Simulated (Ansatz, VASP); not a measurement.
# Two plane-wave programs on SiW3

Contents of INCAR:

```
PREC = Accurate
ENCUT = 520
EDIFF = 1E-6
ISMEAR = 0
SIGMA = 0.15
LREAL = False
LASPH = True
NELM = 60
ALGO = Fast
ISIF = 2
LWAVE = False
LCHARG = False
GGA = PS
NBANDS = 31
```

Contents of KPOINTS:

```
Automatic mesh
0
Gamma
  14 14 14
```

File POSCAR:

```
SiW3
1.0
   -2.4483355223      2.4483355223      2.4483355223
    2.4483355223     -2.4483355223      2.4483355223
    2.4483355223      2.4483355223     -2.4483355223
Si W
1 3
Direct
    0.0000000000      0.0000000000      0.0000000000
    0.5000000000      0.5000000000      0.0000000000
    0.5000000000      0.0000000000      0.5000000000
    0.0000000000      0.5000000000      0.5000000000
```

Input for Ansatz:

```yaml
crystal:
  lattice:
    - [-2.4483355223, 2.4483355223, 2.4483355223]
    - [2.4483355223, -2.4483355223, 2.4483355223]
    - [2.4483355223, 2.4483355223, -2.4483355223]
  atoms:
    - { symbol: Si, position: [0.0, 0.0, 0.0] }
    - { symbol: W, position: [0.5, 0.5, 0.0] }
    - { symbol: W, position: [0.5, 0.0, 0.5] }
    - { symbol: W, position: [0.0, 0.5, 0.5] }
basis:
  ecutwfc: 420
kpoints:
  mp_grid: { grid: [14, 14, 14] }
hamiltonian:
  xc: pbesol
scf:
  occupations: { method: gaussian, width: 0.15 }
output:
  forces: true
  stress: true
  eigenvalues: true
```

Change from the starting cell: strain -0.050 along x and y, -0.050 along z, atoms carried along.

Alike in both runs: task single point; functional PBEsol; k mesh 14 × 14 × 14; occupations gaussian, width 0.15 eV; no spin polarisation.

|  | VASP | Ansatz |
| --- | --- | --- |
| version | VASP 6.6.1 | Ansatz 0.2.0 |
| potentials or method | VASP PAW PBE potentials, release 64 (Si, W_sv), cutoff 520 eV | scalar-relativistic, plane waves, PAW |
| valence electrons in the cell | 46 | 46 |

Ansatz gave:

- gap on the k mesh at the Fermi level (eV): none
- pressure (GPa): 43.4

What did VASP give for the same quantities?

gap on the k mesh at the Fermi level (eV): none; pressure (GPa): 44.8.

VASP's potentials were made for PBE, not for PBEsol. A gap of «none» marks a metal or a gap that the smearing closes. Both programs put the cell under a high pressure, so it lies far from rest at this level. The functional is the same, so the differences come from potentials, cutoffs and numerics.

Neither program's run includes spin-orbit coupling.
